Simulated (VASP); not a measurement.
# W: single point with r2SCAN

W:

```
W
1.0
     0.00000    2.06981    2.06981
     2.06981    0.00000    2.06981
     2.06981    2.06981    0.00000
W
1
Direct
  0.00000 0.00000 0.00000
```

```yaml
Program: VASP 6.6.1
Task: single point
Functional: r2SCAN
Potentials_or_basis: VASP PAW PBE potentials, release 64 (W_sv)
Cutoff: 520 eV
k_mesh: 11 × 11 × 11
Occupations: fermi-dirac, width 0.05 eV
Spin: no spin polarisation
```

```yaml
Pressure: -22.0 GPa
Band_gap_on_the_k_mesh: zero (band 7 reaches 11.55 eV, above the bottom of band 8 at 8.81 eV)
```

Levels at points of the mesh, in eV from the Fermi level:
```csv
k point,band 3,band 4,band 5,band 6,band 7,band 8,band 9,band 10,band 11,band 12
"(0.00, 0.00, 0.00)",-38.83,-38.83,-9.10,-0.53,-0.53,-0.53,2.52,2.52,13.23,18.51
```

It took 20 s on 1 thread of Intel(R) Xeon(R) 6975P-C (Granite Rapids) (shared host), peak memory 0.15 GiB.

Caveat: the PAW data sets were made with another functional, which shifts forces and pressure a little; spin-orbit coupling is left out, which moves the levels of the heavy elements.
